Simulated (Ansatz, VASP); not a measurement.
# Ta3Ti: VASP beside Ansatz

```
Ti Ta
1.0
     0.00000    3.30050    3.30050
     3.30050    0.00000    3.30050
     3.30050    3.30050    0.00000
Ti Ta
1 3
Cartesian
  0.0000 0.0000 0.0000
  1.6502 1.6502 1.6502
  4.9507 4.9507 4.9507
  3.3005 3.3005 3.3005
```

Change from the starting cell: species swapped into the NdCd3 type (Fm-3m, No. 225).

Alike in both runs: task relaxation of cell and atoms; functional PBE; k mesh 12 × 12 × 12; occupations gaussian, width 0.1 eV; collinear spin.

|  | VASP | Ansatz |
| --- | --- | --- |
| version | VASP 6.6.1 | Ansatz 0.2.0 |
| potentials or method | VASP PAW PBE potentials, release 64 (Ti_sv, Ta_pv), cutoff 600 eV | scalar-relativistic, plane waves, PAW |
| valence electrons in the cell | 45 | 51 |

```tsv
	VASP	Ansatz	Ansatz less VASP
gap on the k mesh at the Fermi level, each at its own relaxed structure (eV)	none	none	-
net moment per atom (μB)	0.00	0.00	0.000
relaxed volume (Å³/atom)	17.98	17.98	0.000
relaxed length of the cell vector where the two differ most in proportion (Å)	4.668	4.668	0.0000
```

A gap of «none» marks a metal or a gap that the smearing closes. VASP's potentials hold 45 valence electrons a cell and Ansatz's 51, so a difference there can come from the potentials and not from the codes. Ansatz's warnings: seeded moment not kept.

Neither program's run includes spin-orbit coupling. Noted on VASP's run: the relaxation stopped at its first step, so nothing moved.
